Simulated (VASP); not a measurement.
# NaZnCl3 in VASP: further runs

The runs below take NaZnCl3 through single point, with r2SCAN, PBE.

Everything below comes from runs of VASP 6.6.1. Logs are shortened: lines on timing, memory, paths and dates and some standing lists are left out, and cuts for length are marked.

## (1) The cell of the first run

It takes space group Pm-3m (No. 221, cubic). The conventional cell has a = 4.882 Å, b = 4.882 Å, c = 4.882 Å, α = 90.00°, β = 90.00°, γ = 90.00°. Within 4.5 Å of Na (site symmetry m-3m) lie 12 Cl at 3.45 Å and 8 Zn at 4.23 Å. Zn (site symmetry m-3m) has 6 Cl at 2.44 Å within 3.2 Å. Cl (site symmetry 4/mmm) has 2 Zn at 2.44 Å within 3.2 Å.

## (2) Single point, r2SCAN (strain +0.5%)

Contents of POSCAR:

```
NaZnCl3
1.0
    4.8823234109      0.0000000000      0.0000000000
    0.0000000000      4.8823234109      0.0000000000
    0.0000000000      0.0000000000      4.8823234109
Na Zn Cl
1 1 3
Direct
    0.0000000000      0.0000000000      0.0000000000
    0.5000000000      0.5000000000      0.5000000000
    0.5000000000      0.5000000000      0.0000000000
    0.5000000000      0.0000000000      0.5000000000
    0.0000000000      0.5000000000      0.5000000000
```

Contents of INCAR.step1:

```
SYSTEM = NaZnCl3
  ALGO = Normal
  EDIFF = 1E-4
  ENCUT = 520
  GGA = PE
  ISMEAR = 0
  LASPH = .TRUE.
  LCHARG = .FALSE.
  LREAL = .FALSE.
  LWAVE = .TRUE.
  NBANDS = 28
  NELM = 60
  PREC = Accurate
  SIGMA = 0.01
```

Contents of INCAR.step2:

```
SYSTEM = NaZnCl3
  ALGO = Normal
  EDIFF = 1E-7
  ENCUT = 520
  ISIF = 2
  ISMEAR = 0
  ISTART = 1
  LASPH = .TRUE.
  LCHARG = .FALSE.
  LMIXTAU = .TRUE.
  LREAL = .FALSE.
  LWAVE = .FALSE.
  METAGGA = R2SCAN
  NBANDS = 28
  NELM = 60
  PREC = Accurate
  SIGMA = 0.01
```

Contents of KPOINTS:

```
k-points
0
G
  6 6 6
  0 0 0
```

Potentials or basis: VASP PAW PBE potentials, release 64 (Na_pv, Zn, Cl).

Started as:

```
$ cat potpaw_PBE.64/Na_pv/POTCAR potpaw_PBE.64/Zn/POTCAR potpaw_PBE.64/Cl/POTCAR > POTCAR
$ cp INCAR.step1 INCAR
$ mpirun -np 1 vasp_std > vasp.out
$ cp INCAR.step2 INCAR
$ mpirun -np 1 vasp_std > vasp.out
```

OUTCAR:

```text
SYSTEM = NaZnCl3
   EDIFF = 1E-7
   ENCUT = 520
   ISIF = 2
   ISMEAR = 0
   ISTART = 1
   LASPH = .TRUE.
   LREAL = .FALSE.
   METAGGA = R2SCAN
   NELM = 60
   PREC = Accurate

 ion  position               nearest neighbor table
   1  0.000  0.000  0.000-
   2  0.500  0.500  0.500-   3 2.44   4 2.44   5 2.44   3 2.44   4 2.44   5 2.44
   3  0.500  0.500  0.000-   2 2.44   2 2.44
   4  0.500  0.000  0.500-   2 2.44   2 2.44
   5  0.000  0.500  0.500-   2 2.44   2 2.44

  LATTYP: Found a simple cubic cell.
 ALAT       =     4.8823234109

  Lattice vectors:

 A1 = (   4.8823234109,   0.0000000000,   0.0000000000)
 A2 = (   0.0000000000,   4.8823234109,   0.0000000000)
 A3 = (   0.0000000000,   0.0000000000,   4.8823234109)

Analysis of symmetry for initial positions (statically):
=====================================================================
 Subroutine PRICEL returns:
 Original cell was already a primitive cell.

 Routine SETGRP: Setting up the symmetry group for a
 simple cubic supercell.

 Subroutine GETGRP returns: Found 48 space group operations
 (whereof 48 operations were pure point group operations)
 out of a pool of 48 trial point group operations.

The static configuration has the point symmetry O_h .

Analysis of symmetry for dynamics (positions and initial velocities):
=====================================================================
 Subroutine PRICEL returns:
 Original cell was already a primitive cell.

 Routine SETGRP: Setting up the symmetry group for a
 simple cubic supercell.

 Subroutine GETGRP returns: Found 48 space group operations
 (whereof 48 operations were pure point group operations)
 out of a pool of 48 trial point group operations.

The dynamic configuration has the point symmetry O_h .

 Subroutine INISYM returns: Found 48 space group operations
 (whereof 48 operations are pure point group operations),
 and found     1 'primitive' translations

----------------------------------------------------------------------------------------

                                     Primitive cell

  volume of cell :     116.3803

  direct lattice vectors                    reciprocal lattice vectors
     4.882323411  0.000000000  0.000000000     0.204820516  0.000000000  0.000000000
     0.000000000  4.882323411  0.000000000     0.000000000  0.204820516  0.000000000
     0.000000000  0.000000000  4.882323411     0.000000000  0.000000000  0.204820516
[... 85 lines left out ...]
   EDIFF  = 0.1E-06   stopping-criterion for ELM
   LREAL  =      F    real-space projection
   EDIFFG = 0.1E-05   stopping-criterion for IOM
   NSW    =      0    number of steps for IOM
   IBRION =     -1    ionic relax: 0-MD 1-quasi-New 2-CG
   NFREE  =      0    steps in history (QN), initial steepest desc. (CG)
   ISIF   =      2    stress and relaxation
   ISYM   =      2    0-nonsym 1-usesym 2-fastsym
   POTIM  = 0.5000    time-step for ionic-motion
   TEBEG  =    0.0;   TEEND  =   0.0 temperature during run
   PSTRESS=    0.0 pullay stress
   NELECT =      40.0000    total number of electrons
   NUPDOWN=      -1.0000    fix difference up-down
   EMIN   =  10.00;   EMAX   =-10.00  energy-range for DOS
   EFERMI =   0.00;   METHOD = LEGACY
   ISMEAR =     0;   SIGMA  =   0.01  broadening in eV -4-tet -1-fermi 0-gaus
   EFERMI_NEDOS =   21; number of points for ismear=-14 and -15
   IALGO  =     38    algorithm
   IMIX   =      4    mixing-type and parameters
     AMIX     =   0.40;   BMIX     =  1.00
     AMIX_MAG =   1.60;   BMIX_MAG =  1.00
  volume/ion in A,a.u.               =      23.28       157.07
  Fermi-wavevector in a.u.,A,eV,Ry     =   1.146749  2.167041 17.892107  1.315033
  Thomas-Fermi vector in A             =   2.283432
   LORBIT       =      0    0 simple, 1 ext, 2 COOP (PROOUT), +10 PAW based schemes
   METAGGA = R2SCAN    functional components
   LHFCALC =     F    Hartree Fock is set to
   AEXX    =    0.0000 exact exchange contribution
   IVDW    =     0    specifies the selected vdW correction
   LEPSILON=     F    determine dielectric tensor
   LRPA    =     F    only Hartree local field effects (RPA)
 non-spin polarized calculation
 Gauss-broadening in eV      SIGMA  =   0.01
  energy-cutoff  :      520.00
  volume of cell :      116.38
 maximum number of plane-waves:      3178
   NGX = 19   NGY = 19   NGZ = 19

 number of electron      40.0000008 magnetization

 Free energy of the ion-electron system (eV)
  ---------------------------------------------------
  ext. energy  EPLUGINS =         0.00000000
  ---------------------------------------------------
  free energy    TOTEN  =       -38.01359833 eV

  energy without entropy =      -38.01359833  energy(sigma->0) =      -38.01359833

 E-fermi :  -0.2057     XC(G=0):  -8.8944

 val. band max:       -0.3184043184   @ k =   0.5000   0.5000   0.5000
 cond. band min:       1.9805531475   @ k =   0.0000   0.0000   0.0000
 fundamental gap:      2.2989574660
 Fermi energy:        -0.2057224442

 k-point     1 :       0.0000    0.0000    0.0000
  band No.  band energies     occupation
      1     -23.5594      2.00000
      2     -23.5594      2.00000
      3     -23.5594      2.00000
      4     -14.9844      2.00000
      5     -13.9196      2.00000
      6     -13.9196      2.00000
[... 609 lines left out ...]
     27      10.6955      0.00000
     28      10.6955      0.00000

------------------------ aborting loop because EDIFF is reached ----------------------------------------

  FORCE on cell =-STRESS in cart. coord.  units (eV):
  Direction    XX          YY          ZZ          XY          YZ          ZX
  --------------------------------------------------------------------------------------
  -------------------------------------------------------------------------------------
  Total       -0.4490813     -0.4490813     -0.4490813      0.0000000     -0.0000000      0.0000000
  in kB       -6.1823829     -6.1823829     -6.1823829      0.0000000     -0.0000000      0.0000000
  external PRESSURE =      -6.1823829 kB  Pullay stress =       0.0000000 kB

 VOLUME and BASIS-vectors are now :
 -----------------------------------------------------------------------------
  energy-cutoff  :      520.00
  volume of cell :      116.38
      direct lattice vectors                 reciprocal lattice vectors
     4.882323411  0.000000000  0.000000000     0.204820516  0.000000000  0.000000000
     0.000000000  4.882323411  0.000000000     0.000000000  0.204820516  0.000000000
     0.000000000  0.000000000  4.882323411     0.000000000  0.000000000  0.204820516

 POSITION                                       TOTAL-FORCE (eV/Angst)
 -----------------------------------------------------------------------------------
      0.00000      0.00000      0.00000         0.000000      0.000000      0.000000
      2.44116      2.44116      2.44116         0.000000      0.000000      0.000000
      2.44116      2.44116      0.00000         0.000000      0.000000      0.000000
      2.44116      0.00000      2.44116         0.000000      0.000000      0.000000
      0.00000      2.44116      2.44116         0.000000      0.000000      0.000000
 -----------------------------------------------------------------------------------
    total drift:                                0.000000      0.000000      0.000000

  FREE ENERGIE OF THE ION-ELECTRON SYSTEM (eV)
  ---------------------------------------------------
  free  energy   TOTEN  =       -38.0135983256 eV

  energy  without entropy=      -38.0135983256  energy(sigma->0) =      -38.01359833
```

OSZICAR.step1:

```text
N       E                     dE             d eps       ncg     rms          rms(c)
DAV:   1     0.363475186024E+03    0.36348E+03   -0.18644E+04  1128   0.148E+03
DAV:   2     0.286926023562E+02   -0.33478E+03   -0.31855E+03  1252   0.365E+02
DAV:   3    -0.137437197404E+02   -0.42436E+02   -0.41968E+02  1272   0.132E+02
DAV:   4    -0.150236603550E+02   -0.12799E+01   -0.12762E+01  1368   0.253E+01
DAV:   5    -0.150517485072E+02   -0.28088E-01   -0.28076E-01  1380   0.370E+00    0.744E+00
DAV:   6    -0.141613062667E+02    0.89044E+00   -0.12993E+00  1636   0.357E+01    0.561E+00
DAV:   7    -0.140887522501E+02    0.72554E-01   -0.12144E+00  1352   0.644E+00    0.273E+00
DAV:   8    -0.140862643191E+02    0.24879E-02   -0.13460E-01  1468   0.440E+00    0.829E-01
DAV:   9    -0.140846887517E+02    0.15756E-02   -0.19877E-02  1244   0.329E+00    0.130E-01
DAV:  10    -0.140848756096E+02   -0.18686E-03   -0.54210E-03  1364   0.134E+00    0.125E-01
DAV:  11    -0.140848627732E+02    0.12836E-04   -0.11931E-03  1236   0.286E-01    0.387E-02
DAV:  12    -0.140848411158E+02    0.21657E-04   -0.14544E-04   984   0.226E-01
   1 F= -.14084841E+02 E0= -.14084841E+02  d E =-.475861E-45
```

It took 92 s on 1 thread of Intel Xeon 6975P-C (Granite Rapids), shared host; peak memory 0.24 GiB.

Results:

* Free energy: -38.0136 eV
* Pressure: -0.6 GPa
* Band gap on the k mesh: 2.30 eV (least direct gap 2.89 eV)

Caveat: the cell differs from its parent crystal (strain +0.5%); the PAW data sets were made with another functional, which shifts forces and pressure a little. A k mesh can miss the band edges.

## (3) Single point, r2SCAN (strain +4.0%)

Edit POSCAR of step 2 so:

```diff
@@ -2,5 +2,5 @@
 1.0
-    4.8823234109      0.0000000000      0.0000000000
-    0.0000000000      4.8823234109      0.0000000000
-    0.0000000000      0.0000000000      4.8823234109
+    5.0523545745      0.0000000000      0.0000000000
+    0.0000000000      5.0523545745      0.0000000000
+    0.0000000000      0.0000000000      5.0523545745
 Na Zn Cl
```

Contents of INCAR.step1:

```
SYSTEM = NaZnCl3
PREC = Accurate
ENCUT = 520
ISMEAR = 0
SIGMA = 0.01
LREAL = .False.
LASPH = .True.
NELM = 60
NBANDS = 28
GGA = PE
ALGO = Normal
EDIFF = 1E-4
LWAVE = .True.
LCHARG = .False.
```

Contents of INCAR.step2:

```
SYSTEM = NaZnCl3
PREC = Accurate
ENCUT = 520
EDIFF = 1E-7
ISMEAR = 0
SIGMA = 0.01
LREAL = .False.
LASPH = .True.
NELM = 60
ALGO = Normal
ISIF = 2
LWAVE = .False.
LCHARG = .False.
METAGGA = R2SCAN
LMIXTAU = .True.
NBANDS = 28
ISTART = 1
```

Contents of KPOINTS:

```
regular mesh
0
Gamma
  6 6 6
  0 0 0
```

Potentials or basis: VASP PAW PBE potentials, release 64 (Na_pv, Zn, Cl).

Started as:

```
$ cat potpaw_PBE.64/Na_pv/POTCAR potpaw_PBE.64/Zn/POTCAR potpaw_PBE.64/Cl/POTCAR > POTCAR
$ cp INCAR.step1 INCAR
$ mpirun -np 1 vasp_std > vasp.out
$ cp INCAR.step2 INCAR
$ mpirun -np 1 vasp_std > vasp.out
```

It took 2.1 min on 1 thread of Intel Xeon 6975P-C (Granite Rapids), shared host; peak memory 0.29 GiB.

Results (log left out):

```yaml
Free_energy: -37.8275 eV
Pressure: -3.8 GPa
Band_gap_on_the_k_mesh: 1.94 eV (least direct gap 2.46 eV)
```

Levels at points of the mesh, in eV from the valence-band top:
```tsv
k point	band 17	band 18	band 19	band 20	band 21	band 22	band 23	band 24
(0.00, 0.00, 0.00)	-0.70	-0.52	-0.52	-0.52	1.94	4.91	8.87	8.87
(0.50, 0.00, 0.00)	-0.98	-0.88	-0.58	-0.58	4.61	6.77	7.33	9.02
(0.50, 0.50, 0.00)	-0.96	-0.96	-0.21	-0.01	6.48	7.21	7.99	7.99
(0.50, 0.50, 0.50)	-0.20	0.00	0.00	0.00	5.86	7.12	7.12	7.12
```

Caveat: the cell differs from its parent crystal (strain +4.0%); the cell stands under tension; the PAW data sets were made with another functional, which shifts forces and pressure a little. A k mesh can miss the band edges.

## (4) Single point, PBE (uniaxial z strain -1.0%)

Contents of INCAR:

```
PREC = Accurate
ENCUT = 520
EDIFF = 1E-6
ISMEAR = -1
SIGMA = 0.02
LREAL = False
LASPH = True
NELM = 80
ALGO = Normal
ISIF = 2
LWAVE = False
LCHARG = False
GGA = PE
NBANDS = 28
```

Contents of KPOINTS:

```
regular mesh
0
Gamma
  6 6 6
```

Edit POSCAR of step 3 so:

```diff
@@ -2,5 +2,5 @@
 1.0
-    5.0523545745      0.0000000000      0.0000000000
-    0.0000000000      5.0523545745      0.0000000000
-    0.0000000000      0.0000000000      5.0523545745
+    4.8580332447      0.0000000000      0.0000000000
+    0.0000000000      4.8580332447      0.0000000000
+    0.0000000000      0.0000000000      4.8094529123
 Na Zn Cl
```

Started as:

```
$ cat potpaw_PBE.64/Na_pv/POTCAR potpaw_PBE.64/Zn/POTCAR potpaw_PBE.64/Cl/POTCAR > POTCAR
$ mpirun -np 1 vasp_std > vasp.out
```

Run time: 42 s. Hardware: 1 thread of Intel Xeon 6975P-C (Granite Rapids), shared host; peak memory 0.27 GiB.

The run converged. Its results:

```yaml
Free_energy: -14.0601 eV
Pressure: 1.8 GPa
Band_gap_on_the_k_mesh: 1.68 eV (least direct gap 2.31 eV)
```

Stress tensor (GPa, compression positive):
```
1.69 0.00 0.00
0.00 1.69 0.00
0.00 0.00 2.11
```

Levels at points of the mesh, in eV from the valence-band top:
```csv
k point,band 17,band 18,band 19,band 20,band 21,band 22,band 23,band 24
"(0.00, 0.00, 0.00)",-0.89,-0.65,-0.63,-0.63,1.68,4.21,8.20,8.21
"(0.50, 0.00, 0.00)",-1.20,-1.14,-0.73,-0.72,4.69,6.21,6.77,8.78
"(0.50, 0.50, 0.00)",-1.17,-1.17,-0.07,-0.06,6.64,6.75,7.59,7.59
"(0.00, 0.00, 0.50)",-1.23,-1.15,-0.73,-0.73,4.82,6.27,6.75,8.86
"(0.50, 0.00, 0.50)",-1.20,-1.18,-0.05,-0.03,6.62,6.84,7.55,7.67
"(0.50, 0.50, 0.50)",-0.04,-0.04,-0.04,0.00,4.98,6.55,6.55,6.67
```

Caveat: the cell differs from its parent crystal (uniaxial z strain -1.0%).

## (5) Single point, PBE (epitaxial xy strain +1.5%)

Contents of INCAR:

```
PREC = Accurate
ENCUT = 520
EDIFF = 1E-6
ISMEAR = -1
SIGMA = 0.02
LREAL = F
LASPH = T
NELM = 100
ALGO = Normal
ISIF = 2
LWAVE = F
LCHARG = F
GGA = PE
NBANDS = 28
```

KPOINTS is that of step 4.

Edit POSCAR of step 4 so:

```diff
@@ -2,5 +2,5 @@
 1.0
-    4.8580332447      0.0000000000      0.0000000000
-    0.0000000000      4.8580332447      0.0000000000
-    0.0000000000      0.0000000000      4.8094529123
+    4.9309037434      0.0000000000      0.0000000000
+    0.0000000000      4.9309037434      0.0000000000
+    0.0000000000      0.0000000000      4.7980446741
 Na Zn Cl
```

Started as:

```
$ cat potpaw_PBE.64/Na_pv/POTCAR potpaw_PBE.64/Zn/POTCAR potpaw_PBE.64/Cl/POTCAR > POTCAR
$ mpirun -np 1 vasp_std > vasp.out
```

Run time: 59 s. Hardware: 1 thread of Intel Xeon 6975P-C (Granite Rapids), shared host; peak memory 0.29 GiB.

The run converged. Its results:

| Property | Result |
| --- | --- |
| Free energy | -14.0795 eV |
| Pressure | 0.7 GPa |
| Band gap on the k mesh | 1.61 eV (least direct gap 2.20 eV) |

Stress tensor (GPa, compression positive):
```
0.32 0.00 0.00
0.00 0.32 0.00
0.00 0.00 1.33
```

Levels at points of the mesh, in eV from the valence-band top:
```tsv
k point	band 18	band 19	band 20	band 21	band 22	band 23
(0.00, 0.00, 0.00)	-0.62	-0.58	-0.58	1.61	4.21	8.22
(0.50, 0.00, 0.00)	-1.07	-0.69	-0.67	4.48	6.13	6.77
(0.50, 0.50, 0.00)	-1.08	-0.12	-0.08	6.43	6.60	7.51
(0.00, 0.00, 0.50)	-1.07	-0.69	-0.69	4.83	6.28	6.72
(0.50, 0.00, 0.50)	-1.11	-0.04	-0.03	6.55	6.70	7.39
(0.50, 0.50, 0.50)	-0.01	-0.01	0.00	5.02	6.45	6.45
```

Caveat: the cell differs from its parent crystal (epitaxial xy strain +1.5%). A k mesh can miss the band edges.

## (6) Single point, r2SCAN (uniaxial z strain -1.0%)

Edit POSCAR of step 5 so:

```diff
@@ -2,5 +2,5 @@
 1.0
-    4.9309037434      0.0000000000      0.0000000000
-    0.0000000000      4.9309037434      0.0000000000
-    0.0000000000      0.0000000000      4.7980446741
+    4.8580332447      0.0000000000      0.0000000000
+    0.0000000000      4.8580332447      0.0000000000
+    0.0000000000      0.0000000000      4.8094529123
 Na Zn Cl
```

Contents of INCAR.step1:

```
  PREC = Accurate
  ENCUT = 520
  ISMEAR = 0
  SIGMA = 0.01
  LREAL = F
  LASPH = T
  NELM = 100
  NBANDS = 28
  GGA = PE
  ALGO = Normal
  EDIFF = 1E-4
  LWAVE = T
  LCHARG = F
```

Contents of INCAR.step2:

```
  PREC = Accurate
  ENCUT = 520
  EDIFF = 1E-6
  ISMEAR = 0
  SIGMA = 0.01
  LREAL = F
  LASPH = T
  NELM = 100
  ALGO = Normal
  ISIF = 2
  LWAVE = F
  LCHARG = F
  METAGGA = R2SCAN
  LMIXTAU = T
  NBANDS = 28
  ISTART = 1
```

KPOINTS is that of step 5.

Potentials or basis: VASP PAW PBE potentials, release 64 (Na_pv, Zn, Cl).

Started as:

```
$ cat potpaw_PBE.64/Na_pv/POTCAR potpaw_PBE.64/Zn/POTCAR potpaw_PBE.64/Cl/POTCAR > POTCAR
$ cp INCAR.step1 INCAR
$ mpirun -np 1 vasp_std > vasp.out
$ cp INCAR.step2 INCAR
$ mpirun -np 1 vasp_std > vasp.out
```

It took 2.6 min on 1 thread of Intel Xeon 6975P-C (Granite Rapids), shared host; peak memory 0.29 GiB.

It converged, with:

- Free energy: -38.0138 eV
- Pressure: 0.5 GPa
- Band gap on the k mesh: 2.34 eV (least direct gap 2.99 eV)

Stress tensor (GPa, compression positive):
```
0.31 0.00 0.00
0.00 0.31 0.00
0.00 0.00 0.73
```

Levels at points of the mesh, in eV from the valence-band top:
| k point | band 17 | band 18 | band 19 | band 20 | band 21 | band 22 | band 23 | band 24 |
| --- | --- | --- | --- | --- | --- | --- | --- | --- |
| (0.00, 0.00, 0.00) | -0.91 | -0.66 | -0.64 | -0.64 | 2.34 | 4.97 | 8.75 | 8.77 |
| (0.50, 0.00, 0.00) | -1.22 | -1.16 | -0.75 | -0.74 | 5.30 | 7.01 | 7.43 | 9.62 |
| (0.50, 0.50, 0.00) | -1.20 | -1.20 | -0.07 | -0.06 | 7.46 | 7.51 | 8.37 | 8.37 |
| (0.00, 0.00, 0.50) | -1.26 | -1.17 | -0.75 | -0.75 | 5.43 | 7.07 | 7.40 | 9.70 |
| (0.50, 0.00, 0.50) | -1.23 | -1.21 | -0.05 | -0.03 | 7.49 | 7.56 | 8.32 | 8.45 |
| (0.50, 0.50, 0.50) | -0.04 | -0.03 | -0.03 | 0.00 | 5.73 | 7.30 | 7.30 | 7.43 |

Caveat: the cell differs from its parent crystal (uniaxial z strain -1.0%); the PAW data sets were made with another functional, which shifts forces and pressure a little. A k mesh can miss the band edges.

## (7) Overview

```tsv
level	cell	smearing	gap on the mesh (eV)	pressure (GPa)
r2SCAN	a = 4.882 Å, 5 atoms	gaussian 0.01 eV	2.30	-0.6
r2SCAN	a = 5.052 Å, 5 atoms	gaussian 0.01 eV	1.94	-3.8
PBE	a = 4.858, b = 4.858, c = 4.809 Å, 5 atoms	fermi-dirac 0.02 eV	1.68	1.8
PBE	a = 4.931, b = 4.931, c = 4.798 Å, 5 atoms	fermi-dirac 0.02 eV	1.61	0.7
r2SCAN	a = 4.858, b = 4.858, c = 4.809 Å, 5 atoms	gaussian 0.01 eV	2.34	0.5
```

Alike in all rows: task single point; potentials or basis VASP PAW PBE potentials, release 64 (Na_pv, Zn, Cl); no spin polarisation; k mesh 6 × 6 × 6; cutoff (eV) 520.

Caveats: the PAW data sets were made with another functional, which shifts forces and pressure a little (at least some runs); the cell stands under tension (at least some runs).

Total energies depend on the potentials used, so only differences within one code and one set of settings carry meaning.
